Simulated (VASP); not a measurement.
Input of a VASP 6.6.1 run:

The input INCAR:

```
  PREC = Accurate
  ENCUT = 520
  EDIFF = 1E-6
  ISMEAR = -1
  SIGMA = 0.05
  LREAL = F
  LASPH = T
  NELM = 100
  ALGO = Normal
  ISIF = 2
  LWAVE = F
  LCHARG = T
  LELF = T
  LVHAR = T
  NBANDS = 16
```

File KPOINTS:

```
Automatic mesh
0
Gamma
  11 11 6
```

Contents of POSCAR:

```
Ir
1.0
    2.7329117147      0.0000000000      0.0000000000
   -1.3664558574      2.3667709712      0.0000000000
    0.0000000000      0.0000000000      4.4323408426
Ir
2
Direct
    0.3333333333      0.6666666667      0.2500000000
    0.6666666667      0.3333333333      0.7500000000
```

Potentials or basis: VASP PAW LDA potentials, release 64 (Ir).

Command:

```console
$ cat potpaw_LDA.64/Ir/POTCAR > POTCAR
$ mpirun -np 1 vasp_std > vasp.out
```

Q: What does it give for the pressure?

A: -9.0 GPa.

Q: What does it give for the band gap on the k mesh?

A: Zero (band 9 reaches 11.14 eV, above the bottom of band 10 at 7.96 eV).

Stress tensor (GPa, compression positive):
```
-8.88  0.00  0.00
 0.00 -8.88  0.00
 0.00  0.00 -9.28
```

Caveat: spin-orbit coupling is left out, which moves the levels of the heavy elements.
